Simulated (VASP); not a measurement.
# PbF (F-43m) in VASP: a series of runs

Runs on PbF. Level: PBE. Tasks: single point.

Program: VASP 6.6.1. These are calculated values, not measurements. Logs are shortened: lines on timing, memory, paths and dates and some standing lists are left out, and cuts for length are marked.

## Step 1: The cell of the first run

The structure is cubic, space group F-43m (No. 216). The conventional cell has a = 5.916 Å, b = 5.916 Å, c = 5.916 Å, α = 90.00°, β = 90.00°, γ = 90.00°. Within 3.4 Å of Pb (site symmetry -43m) lie 4 F at 2.56 Å. Within 3.4 Å of F (site symmetry -43m) lie 4 Pb at 2.56 Å.

## Step 2: Single point, PBE

The input, INCAR:

```
SYSTEM = PbF
PREC = Accurate
ENCUT = 520
EDIFF = 1E-6
ISMEAR = 0
SIGMA = 0.1
LREAL = .FALSE.
LASPH = .TRUE.
NELM = 80
ALGO = Normal
ISIF = 2
LWAVE = .FALSE.
LCHARG = .FALSE.
GGA = PE
ISYM = 0
NBANDS = 18
```

The input, KPOINTS:

```
Automatic mesh
0
Gamma
  2 2 2
  0.5 0.5 0.5
```

The input, POSCAR:

```
PbF
1.0
    0.0000000000      2.9579484323      2.9579484323
    2.9579484323      0.0000000000      2.9579484323
    2.9579484323      2.9579484323      0.0000000000
Pb F
1 1
Direct
    0.0000000000      0.0000000000      0.0000000000
    0.7500000000      0.7500000000      0.7500000000
```

Potentials or basis: VASP PAW PBE potentials, release 64 (Pb_d, F).

Run with:

```sh
$ cat potpaw_PBE.64/Pb_d/POTCAR potpaw_PBE.64/F/POTCAR > POTCAR
$ mpirun -np 1 vasp_std > vasp.out
```

OUTCAR:

```text
SYSTEM = PbF
   PREC = Accurate
   ENCUT = 520
   EDIFF = 1E-6
   ISMEAR = 0
   LREAL = .FALSE.
   LASPH = .TRUE.
   NELM = 80
   ISIF = 2
   GGA = PE
   ISYM = 0

 ion  position               nearest neighbor table
   1  0.000  0.000  0.000-   2 2.56   2 2.56   2 2.56   2 2.56
   2  0.750  0.750  0.750-   1 2.56   1 2.56   1 2.56   1 2.56

IMPORTANT INFORMATION: All symmetrisations will be switched off!
NOSYMM: (Re-)initialisation of all symmetry stuff for point group C_1.

----------------------------------------------------------------------------------------

                                     Primitive cell

  volume of cell :      51.7609

  direct lattice vectors                    reciprocal lattice vectors
     0.000000000  2.957948432  2.957948432    -0.169036077  0.169036077  0.169036077
     2.957948432  0.000000000  2.957948432     0.169036077 -0.169036077  0.169036077
     2.957948432  2.957948432  0.000000000     0.169036077  0.169036077 -0.169036077

  length of vectors
     4.183170790  4.183170790  4.183170790     0.292779074  0.292779074  0.292779074

  position of ions in fractional coordinates (direct lattice)
     0.000000000  0.000000000  0.000000000
     0.750000000  0.750000000  0.750000000

  ion indices of the primitive-cell ions
   primitive index   ion index
                 1           1
                 2           2

----------------------------------------------------------------------------------------

 KPOINTS: Automatic mesh

Automatic generation of k-mesh.
 Grid dimensions read from file:
 generate k-points for:    2    2    2

 Generating k-lattice:

  Cartesian coordinates                     Fractional coordinates (reciprocal lattice)
    -0.084518039  0.084518039  0.084518039     0.500000000  0.000000000  0.000000000
     0.084518039 -0.084518039  0.084518039     0.000000000  0.500000000  0.000000000
     0.084518039  0.084518039 -0.084518039     0.000000000  0.000000000  0.500000000

  Length of vectors
     0.146389537  0.146389537  0.146389537

  Shift w.r.t. Gamma in fractional coordinates (k-lattice)
     0.500000000  0.500000000  0.500000000

 Subroutine IBZKPT returns following result:
 ===========================================

 Found     16 irreducible k-points:

 Following reciprocal coordinates:
            Coordinates               Weight
  0.250000  0.250000  0.250000      2.000000
  0.250000  0.000000  0.000000      2.000000
  0.000000  0.000000 -0.250000      2.000000
  0.000000  0.250000  0.000000      2.000000
[... 28 lines left out ...]
   ENCUT  =  520.0 eV  38.22 Ry    6.18 a.u.   7.78  7.78  7.78*2*pi/ulx,y,z
   NELM   =     80;   NELMIN=  2; NELMDL= -5     # of ELM steps
   EDIFF  = 0.1E-05   stopping-criterion for ELM
   LREAL  =      F    real-space projection
   EDIFFG = 0.1E-04   stopping-criterion for IOM
   NSW    =      0    number of steps for IOM
   IBRION =     -1    ionic relax: 0-MD 1-quasi-New 2-CG
   NFREE  =      0    steps in history (QN), initial steepest desc. (CG)
   ISIF   =      2    stress and relaxation
   ISYM   =      0    0-nonsym 1-usesym 2-fastsym
   POTIM  = 0.5000    time-step for ionic-motion
   TEBEG  =    0.0;   TEEND  =   0.0 temperature during run
   PSTRESS=    0.0 pullay stress
   NELECT =      21.0000    total number of electrons
   NUPDOWN=      -1.0000    fix difference up-down
   EMIN   =  10.00;   EMAX   =-10.00  energy-range for DOS
   EFERMI =   0.00;   METHOD = LEGACY
   ISMEAR =     0;   SIGMA  =   0.10  broadening in eV -4-tet -1-fermi 0-gaus
   EFERMI_NEDOS =   21; number of points for ismear=-14 and -15
   IALGO  =     38    algorithm
   IMIX   =      4    mixing-type and parameters
     AMIX     =   0.40;   BMIX     =  1.00
     AMIX_MAG =   1.60;   BMIX_MAG =  1.00
  volume/ion in A,a.u.               =      25.88       174.65
  Fermi-wavevector in a.u.,A,eV,Ry     =   1.211939  2.290232 19.984176  1.468795
  Thomas-Fermi vector in A             =   2.347439
   LORBIT       =      0    0 simple, 1 ext, 2 COOP (PROOUT), +10 PAW based schemes
   GGA     = PE    functional components
   LHFCALC =     F    Hartree Fock is set to
   AEXX    =    0.0000 exact exchange contribution
   IVDW    =     0    specifies the selected vdW correction
   LEPSILON=     F    determine dielectric tensor
   LRPA    =     F    only Hartree local field effects (RPA)
 non-spin polarized calculation
 Gauss-broadening in eV      SIGMA  =   0.10
  energy-cutoff  :      520.00
  volume of cell :       51.76
 maximum number of plane-waves:      1400
   NGX = 15   NGY = 15   NGZ = 15

 number of electron      21.0000000 magnetization

 Free energy of the ion-electron system (eV)
  ---------------------------------------------------
  ext. energy  EPLUGINS =         0.00000000
  ---------------------------------------------------
  free energy    TOTEN  =        -7.80849821 eV

  energy without entropy =       -7.76993263  energy(sigma->0) =       -7.78921542

 E-fermi :   4.0512     XC(G=0):  -8.6922

 val. band max:        4.0207345687   @ k =   0.5000  -0.2500   0.5000
 cond. band min:       5.0160264107   @ k =   0.2500   0.0000   0.0000
 fundamental gap:      0.9952918420
 Fermi energy:         4.0511885466

 k-point     1 :       0.2500    0.2500    0.2500
  band No.  band energies     occupation
      1     -19.9011      2.00000
      2     -13.4131      2.00000
      3     -13.4131      2.00000
      4     -13.3761      2.00000
      5     -13.3761      2.00000
      6     -13.3722      2.00000
[... 313 lines left out ...]
      5     -13.3558      2.00000
      6     -13.3006      2.00000
[... 10 lines left out ...]
     17      15.6167      0.00000
     18      17.9648      0.00000

------------------------ aborting loop because EDIFF is reached ----------------------------------------

  FORCE on cell =-STRESS in cart. coord.  units (eV):
  Direction    XX          YY          ZZ          XY          YZ          ZX
  --------------------------------------------------------------------------------------
  -------------------------------------------------------------------------------------
  Total        0.1301685      0.1301964      0.1301499      0.0001160      0.0000617      0.0000893
  in kB        4.0291602      4.0300239      4.0285870      0.0035918      0.0019088      0.0027638
  external PRESSURE =       4.0292570 kB  Pullay stress =       0.0000000 kB

 VOLUME and BASIS-vectors are now :
 -----------------------------------------------------------------------------
  energy-cutoff  :      520.00
  volume of cell :       51.76
      direct lattice vectors                 reciprocal lattice vectors
     0.000000000  2.957948432  2.957948432    -0.169036077  0.169036077  0.169036077
     2.957948432  0.000000000  2.957948432     0.169036077 -0.169036077  0.169036077
     2.957948432  2.957948432  0.000000000     0.169036077  0.169036077 -0.169036077

 POSITION                                       TOTAL-FORCE (eV/Angst)
 -----------------------------------------------------------------------------------
      0.00000      0.00000      0.00000        -0.000010     -0.000022     -0.000021
      4.43692      4.43692      4.43692         0.000010      0.000022      0.000021
 -----------------------------------------------------------------------------------
    total drift:                               -0.000027      0.000029     -0.000003

  FREE ENERGIE OF THE ION-ELECTRON SYSTEM (eV)
  ---------------------------------------------------
  free  energy   TOTEN  =        -7.8084982083 eV

  energy  without entropy=       -7.7699326284  energy(sigma->0) =       -7.78921542
```

OSZICAR:

```text
N       E                     dE             d eps       ncg     rms          rms(c)
DAV:   1     0.200377654255E+03    0.20038E+03   -0.10508E+04   584   0.122E+03
DAV:   2     0.755007154168E+01   -0.19283E+03   -0.18439E+03   578   0.355E+02
DAV:   3    -0.857821664812E+01   -0.16128E+02   -0.16026E+02   722   0.112E+02
DAV:   4    -0.894560644609E+01   -0.36739E+00   -0.36695E+00   732   0.180E+01
DAV:   5    -0.895688054914E+01   -0.11274E-01   -0.11274E-01   710   0.298E+00    0.597E+00
DAV:   6    -0.783401957937E+01    0.11229E+01   -0.51952E+00   862   0.176E+01    0.219E+00
DAV:   7    -0.782647921963E+01    0.75404E-02   -0.47671E-01   620   0.370E+00    0.115E+00
DAV:   8    -0.781187279551E+01    0.14606E-01   -0.10904E-01   660   0.283E+00    0.552E-01
DAV:   9    -0.780817496895E+01    0.36978E-02   -0.22281E-02   718   0.985E-01    0.866E-02
DAV:  10    -0.780861115783E+01   -0.43619E-03   -0.21240E-03   668   0.368E-01    0.611E-02
DAV:  11    -0.780849239961E+01    0.11876E-03   -0.48963E-04   870   0.135E-01    0.116E-02
DAV:  12    -0.780849860041E+01   -0.62008E-05   -0.39392E-05   634   0.440E-02    0.787E-03
DAV:  13    -0.780849820834E+01    0.39208E-06   -0.46651E-06   588   0.136E-02
   1 F= -.78084982E+01 E0= -.77892154E+01  d E =-.385656E-01
```

stdout:

```text
POSCAR found type information on POSCAR PbF
 POSCAR found :  2 types and       2 ions
 scaLAPACK will be used
 LDA part: xc-table for (Slater+PW92), standard interpolation
 POSCAR, INCAR and KPOINTS ok, starting setup
 FFT: planning ... GRIDC
 FFT: planning ... GRID_SOFT
 FFT: planning ... GRID
 WAVECAR not read
 entering main loop
```

Run time: 18 s. Hardware: 1 thread of Intel Xeon 6975P-C, shared host; peak memory 0.17 GiB.

What came out:

| Item | Value |
| --- | --- |
| Free energy | -7.8085 eV |
| Pressure | 0.4 GPa |

Caveat: the k points lie up to 0.92 Å⁻¹ apart; spin-orbit coupling is left out, which moves the levels of the heavy elements; an odd number of electrons without spin polarisation forces a metal; a magnetic or distorted state may lie lower.

## Step 3: Single point, PBE

The input, INCAR:

```
SYSTEM = PbF
PREC = Accurate
ENCUT = 910
EDIFF = 1E-6
ISMEAR = 0
SIGMA = 0.1
LREAL = .FALSE.
LASPH = .TRUE.
NELM = 120
ALGO = Normal
ISIF = 2
LWAVE = .FALSE.
LCHARG = .FALSE.
GGA = PE
ISYM = 0
NBANDS = 18
GGA_COMPAT = .FALSE.
```

KPOINTS is that of step 2.

POSCAR is that of step 2.

Potentials or basis: VASP PAW PBE potentials, release 64 (Pb_d, F_h).

Run with:

```sh
$ cat potpaw_PBE.64/Pb_d/POTCAR potpaw_PBE.64/F_h/POTCAR > POTCAR
$ mpirun -np 1 vasp_std > vasp.out
```

OUTCAR:

```text
SYSTEM = PbF
   PREC = Accurate
   ENCUT = 910
   EDIFF = 1E-6
   ISMEAR = 0
   LREAL = .FALSE.
   LASPH = .TRUE.
   NELM = 120
   ISIF = 2
   GGA = PE
   ISYM = 0

 ion  position               nearest neighbor table
   1  0.000  0.000  0.000-   2 2.56   2 2.56   2 2.56   2 2.56
   2  0.750  0.750  0.750-   1 2.56   1 2.56   1 2.56   1 2.56

IMPORTANT INFORMATION: All symmetrisations will be switched off!
NOSYMM: (Re-)initialisation of all symmetry stuff for point group C_1.

----------------------------------------------------------------------------------------

                                     Primitive cell

  volume of cell :      51.7609

  direct lattice vectors                    reciprocal lattice vectors
     0.000000000  2.957948432  2.957948432    -0.169036077  0.169036077  0.169036077
     2.957948432  0.000000000  2.957948432     0.169036077 -0.169036077  0.169036077
     2.957948432  2.957948432  0.000000000     0.169036077  0.169036077 -0.169036077

  length of vectors
     4.183170790  4.183170790  4.183170790     0.292779074  0.292779074  0.292779074

  position of ions in fractional coordinates (direct lattice)
     0.000000000  0.000000000  0.000000000
     0.750000000  0.750000000  0.750000000

  ion indices of the primitive-cell ions
   primitive index   ion index
                 1           1
                 2           2

----------------------------------------------------------------------------------------

 KPOINTS: Automatic mesh

Automatic generation of k-mesh.
 Grid dimensions read from file:
 generate k-points for:    2    2    2

 Generating k-lattice:

  Cartesian coordinates                     Fractional coordinates (reciprocal lattice)
    -0.084518039  0.084518039  0.084518039     0.500000000  0.000000000  0.000000000
     0.084518039 -0.084518039  0.084518039     0.000000000  0.500000000  0.000000000
     0.084518039  0.084518039 -0.084518039     0.000000000  0.000000000  0.500000000

  Length of vectors
[... 64 lines left out ...]
   IMIX   =      4    mixing-type and parameters
     AMIX     =   0.40;   BMIX     =  1.00
     AMIX_MAG =   1.60;   BMIX_MAG =  1.00
  volume/ion in A,a.u.               =      25.88       174.65
  Fermi-wavevector in a.u.,A,eV,Ry     =   1.211939  2.290232 19.984176  1.468795
  Thomas-Fermi vector in A             =   2.347439
   LORBIT       =      0    0 simple, 1 ext, 2 COOP (PROOUT), +10 PAW based schemes
   GGA     = PE    functional components
   LHFCALC =     F    Hartree Fock is set to
   AEXX    =    0.0000 exact exchange contribution
   IVDW    =     0    specifies the selected vdW correction
   LEPSILON=     F    determine dielectric tensor
   LRPA    =     F    only Hartree local field effects (RPA)
 non-spin polarized calculation
 Gauss-broadening in eV      SIGMA  =   0.10
  energy-cutoff  :      910.00
  volume of cell :       51.76
 maximum number of plane-waves:      3233
 NGX is ok and might be reduce to    42
   NGX = 21   NGY = 21   NGZ = 21

 number of electron      20.9999995 magnetization

 Free energy of the ion-electron system (eV)
  ---------------------------------------------------
  ext. energy  EPLUGINS =         0.00000000
  ---------------------------------------------------
  free energy    TOTEN  =        -7.81459124 eV

  energy without entropy =       -7.77602566  energy(sigma->0) =       -7.79530845

 E-fermi :   4.2195     XC(G=0):  -8.6915

 val. band max:        4.1890874026   @ k =   0.0000   0.2500   0.5000
 cond. band min:       5.1846231206   @ k =   0.2500   0.0000   0.0000
 fundamental gap:      0.9955357181
 Fermi energy:         4.2195425830

 k-point     1 :       0.2500    0.2500    0.2500
  band No.  band energies     occupation
      1     -19.7356      2.00000
      2     -13.2448      2.00000
      3     -13.2448      2.00000
      4     -13.2078      2.00000
      5     -13.2078      2.00000
      6     -13.2039      2.00000
[... 313 lines left out ...]
      5     -13.1875      2.00000
      6     -13.1323      2.00000
[... 10 lines left out ...]
     17      15.7856      0.00000
     18      18.1416      0.00000

------------------------ aborting loop because EDIFF is reached ----------------------------------------

  FORCE on cell =-STRESS in cart. coord.  units (eV):
  Direction    XX          YY          ZZ          XY          YZ          ZX
  --------------------------------------------------------------------------------------
  -------------------------------------------------------------------------------------
  Total        0.0952649      0.0952958      0.0952716      0.0000449     -0.0000325     -0.0000248
  in kB        2.9487740      2.9497315      2.9489835      0.0013905     -0.0010063     -0.0007688
  external PRESSURE =       2.9491630 kB  Pullay stress =       0.0000000 kB

 VOLUME and BASIS-vectors are now :
 -----------------------------------------------------------------------------
  energy-cutoff  :      910.00
  volume of cell :       51.76
      direct lattice vectors                 reciprocal lattice vectors
     0.000000000  2.957948432  2.957948432    -0.169036077  0.169036077  0.169036077
     2.957948432  0.000000000  2.957948432     0.169036077 -0.169036077  0.169036077
     2.957948432  2.957948432  0.000000000     0.169036077  0.169036077 -0.169036077

 POSITION                                       TOTAL-FORCE (eV/Angst)
 -----------------------------------------------------------------------------------
      0.00000      0.00000      0.00000         0.000027      0.000020      0.000021
      4.43692      4.43692      4.43692        -0.000027     -0.000020     -0.000021
 -----------------------------------------------------------------------------------
    total drift:                               -0.000089     -0.000005      0.000011

  FREE ENERGIE OF THE ION-ELECTRON SYSTEM (eV)
  ---------------------------------------------------
  free  energy   TOTEN  =        -7.8145912415 eV

  energy  without entropy=       -7.7760256616  energy(sigma->0) =       -7.79530845
```

OSZICAR:

```text
N       E                     dE             d eps       ncg     rms          rms(c)
DAV:   1     0.259878356605E+03    0.25988E+03   -0.13898E+04   576   0.182E+03
DAV:   2     0.366472600215E+02   -0.22323E+03   -0.21302E+03   612   0.444E+02
DAV:   3    -0.681955754951E+01   -0.43467E+02   -0.42552E+02   732   0.155E+02
DAV:   4    -0.890030013986E+01   -0.20807E+01   -0.20690E+01   690   0.379E+01
DAV:   5    -0.895416703786E+01   -0.53867E-01   -0.53841E-01   800   0.598E+00    0.613E+00
DAV:   6    -0.784360812468E+01    0.11106E+01   -0.50955E+00   890   0.173E+01    0.247E+00
DAV:   7    -0.783366213621E+01    0.99460E-02   -0.44997E-01   618   0.389E+00    0.132E+00
DAV:   8    -0.781853518137E+01    0.15127E-01   -0.13087E-01   636   0.339E+00    0.710E-01
DAV:   9    -0.781420368542E+01    0.43315E-02   -0.20482E-02   774   0.115E+00    0.112E-01
DAV:  10    -0.781459480007E+01   -0.39111E-03   -0.97102E-04   638   0.293E-01    0.336E-02
DAV:  11    -0.781458470639E+01    0.10094E-04   -0.17362E-04   882   0.917E-02    0.875E-03
DAV:  12    -0.781459119820E+01   -0.64918E-05   -0.20162E-05   638   0.391E-02    0.470E-03
DAV:  13    -0.781459124154E+01   -0.43338E-07   -0.80215E-06   652   0.179E-02
   1 F= -.78145912E+01 E0= -.77953085E+01  d E =-.385656E-01
```

stdout:

```text
POSCAR found type information on POSCAR PbF
 POSCAR found :  2 types and       2 ions
 scaLAPACK will be used
 LDA part: xc-table for (Slater+PW92), standard interpolation
 POSCAR, INCAR and KPOINTS ok, starting setup
 FFT: planning ... GRIDC
 FFT: planning ... GRID_SOFT
 FFT: planning ... GRID
 WAVECAR not read
 entering main loop
```

It took 29 s on 1 thread of Intel Xeon Platinum 8375C at 2.90GHz (Ice Lake), shared host; peak memory 0.27 GiB.

Results:

| Property | Result |
| --- | --- |
| Free energy | -7.8146 eV |
| Pressure | 0.3 GPa |

Levels at points of the mesh, in eV from the Fermi level:
```tsv
k point	band 7	band 8	band 9	band 10	band 11	band 12	band 13	band 14	band 15	band 16
(0.25, 0.25, 0.25)	-8.81	-5.48	-5.48	-5.06	0.97	3.54	3.54	7.30	9.71	9.71
```

Caveat: the k points lie up to 0.92 Å⁻¹ apart; the cutoff is under 1.25 times the usual one of these potentials, so pressure, stress and relaxed cells hold a basis-set (Pulay) error; spin-orbit coupling is left out, which moves the levels of the heavy elements; an odd number of electrons without spin polarisation forces a metal; a magnetic or distorted state may lie lower.
